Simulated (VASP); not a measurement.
BaTiO3, 5 atoms in the cell. The structure is trigonal, space group R3m (No. 160). Conventional cell: a = 5.842 Å, b = 5.842 Å, c = 7.273 Å, α = 90.00°, β = 90.00°, γ = 120.00°. Within 3.8 Å of Ba (site symmetry 3m) lie 12 O at 2.82 to 3.10 Å and 8 Ti at 3.51 to 3.76 Å. Within 2.4 Å of Ti (site symmetry 3m) lie 6 O at 1.84 to 2.34 Å. O (site symmetry m) has 2 Ti at 1.84 to 2.34 Å within 2.4 Å. 

- Program: VASP 6.6.1
- Task: single point
- Functional: r2SCAN
- Potentials or basis: VASP PAW PBE potentials, release 64 (Ba_sv, Ti_sv, O)
- Cutoff: 660 eV
- k mesh: 6 × 6 × 6
- Occupations: gaussian, width 0.02 eV
- Spin: no spin polarisation
- Dipole correction: no
- Further INCAR settings: ALGO = Normal; EDIFF = 1e-06; NBANDS = 28

Potentials or basis: VASP PAW PBE potentials, release 64 (Ba_sv, Ti_sv, O).

Command:

```console
$ cat potpaw_PBE.64/Ba_sv/POTCAR potpaw_PBE.64/Ti_sv/POTCAR potpaw_PBE.64/O/POTCAR > POTCAR
$ cp INCAR.step1 INCAR
$ mpirun -np 1 vasp_std > vasp.out
$ cp INCAR.step2 INCAR
$ mpirun -np 1 vasp_std > vasp.out
```

Hardware: 1 thread of Intel(R) Xeon(R) Platinum 8375C CPU @ 2.90GHz (Ice Lake), on a shared host.

How long does it take, and how much memory?

It took 6.2 min on 1 thread of Intel(R) Xeon(R) Platinum 8375C CPU @ 2.90GHz (Ice Lake) (shared host), peak memory 0.28 GiB. Counts: k points 32.
